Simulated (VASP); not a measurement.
Here is a VASP 6.6.1 calculation.

Contents of INCAR:

```
PREC = Accurate ; ENCUT = 600
EDIFF = 1E-6 ; ISMEAR = 0
SIGMA = 0.1 ; LREAL = F
LASPH = T ; NELM = 100
ALGO = Normal ; ISIF = 3
LWAVE = F ; LCHARG = F
GGA = PE ; IBRION = 2
NSW = 90 ; EDIFFG = -0.04
```

Contents of KPOINTS:

```
regular mesh
0
Gamma
  6 6 4
```

POSCAR

```
ZnH2
1.0
    2.8337314000      0.0000000000      0.0000000000
   -1.4168657000      2.4540833800      0.0000000000
    0.0000000000      0.0000000000      7.3071226400
Zn H
2 4
Direct
    0.3333333300      0.6666666700      0.2500000000
    0.6666666700      0.3333333300      0.7500000000
    0.3333333300      0.6666666700      0.5479999800
    0.6666666700      0.3333333300      0.0479999800
    0.3333333300      0.6666666700      0.9520000200
    0.6666666700      0.3333333300      0.4520000200
```

Potentials or basis: VASP PAW PBE potentials, release 64 (Zn, H).

Launch:

```bash
$ cat potpaw_PBE.64/Zn/POTCAR potpaw_PBE.64/H/POTCAR > POTCAR
$ mpirun -np 1 vasp_std > vasp.out
```

**Question.** Estimate the relaxed volume.

**Answer.** 7.97 Å³/atom.

**Question.** Predict the band gap on the k mesh.

**Answer.** Zero (band 14 reaches 4.01 eV, above the bottom of band 15 at 1.56 eV).

**Question.** Predict the relaxed cell.

**Answer.** a = 2.987 Å, b = 2.987 Å, c = 6.189 Å, α = 90.00°, β = 90.00°, γ = 120.00°.

The path:
| step | energy change (eV) | largest force (eV/Å) | pressure (GPa) | volume (Å³) |
| --- | --- | --- | --- | --- |
| 1 | 0.0000 | 0.1806 | -7.48 | 50.82 |
| 2 | -0.1524 | 0.1358 | -3.85 | 47.96 |
| 3 | -0.2120 | 0.1508 | -0.06 | 45.71 |
| 4 | -0.2158 | 0.1573 | 1.29 | 44.98 |
| 5 | -0.2295 | 0.1777 | 1.05 | 45.22 |
| 6 | -0.2473 | 0.2124 | 0.71 | 45.75 |
| 7 | -0.2583 | 0.0034 | 0.23 | 46.75 |
| 8 | -0.2720 | 0.1788 | -0.63 | 48.53 |
| 9 | -0.2846 | 0.1083 | -0.20 | 47.74 |
| 10 | -0.2852 | 0.1218 | -0.31 | 47.87 |
| 11 | -0.2884 | 0.0164 | 0.34 | 47.84 |
| 12 | -0.2923 | 0.0664 | -0.02 | 47.86 |
| 13 | -0.2949 | 0.0364 | -0.04 | 47.83 |

Caveat: the k points lie up to 0.40 Å⁻¹ apart in the final cell.
